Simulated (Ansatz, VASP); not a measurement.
## Two plane-wave programs on LiCl

```
CELL_PARAMETERS angstrom
3.27112 0.00000 0.00000
0.00000 3.27112 0.00000
0.00000 0.00000 3.27112
ATOMIC_POSITIONS crystal
Li 0.00000 0.00000 0.00000
Cl 0.50000 0.50000 0.50000
```

Alike in both runs: task single point; functional PBE; k mesh 8 × 8 × 8; no spin polarisation.

|  | VASP | Ansatz |
| --- | --- | --- |
| version | VASP 6.6.1 | Ansatz 0.2.0 |
| potentials or method | VASP PAW PBE potentials, release 64 (Li_sv, Cl) | plane waves, PAW |
| plane-wave cutoff (eV) | 520 | 420 |
| occupations | gaussian, width 0.01 eV | fixed |
| valence electrons in the cell | 10 | 10 |

```tsv
	VASP	Ansatz	Ansatz less VASP
gap on the k mesh at the Fermi level (eV)	4.43	4.42	-0.014
```

Noted on VASP's run: the cutoff is short for stress, so the pressure is rough.
